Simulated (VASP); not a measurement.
A run of VASP 6.6.1 is set up as follows.

File INCAR:

```
PREC = Accurate ; ENCUT = 520
EDIFF = 1E-6 ; ISMEAR = 0
SIGMA = 0.01 ; LREAL = False
LASPH = True ; NELM = 100
ALGO = Normal ; ISIF = 2
LWAVE = False ; LCHARG = False
NBANDS = 12
```

The input KPOINTS:

```
Automatic mesh
0
Gamma
  10 10 10
```

Contents of POSCAR:

```
LiCl
1.0
    0.0000000000      2.1319680775      2.1319680775
    2.1319680775      0.0000000000      2.1319680775
    2.1319680775      2.1319680775      0.0000000000
Li Cl
1 1
Direct
    0.0000000000      0.0000000000      0.0000000000
    0.5000000000      0.5000000000      0.5000000000
```

Potentials or basis: VASP PAW LDA potentials, release 64 (Li_sv, Cl).

Command:

```bash
$ cat potpaw_LDA.64/Li_sv/POTCAR potpaw_LDA.64/Cl/POTCAR > POTCAR
$ mpirun -np 1 vasp_std > vasp.out
```

(1) Estimate the band gap on the k mesh.

Answers

(1) 6.27 eV, indirect (least direct gap 7.48 eV).
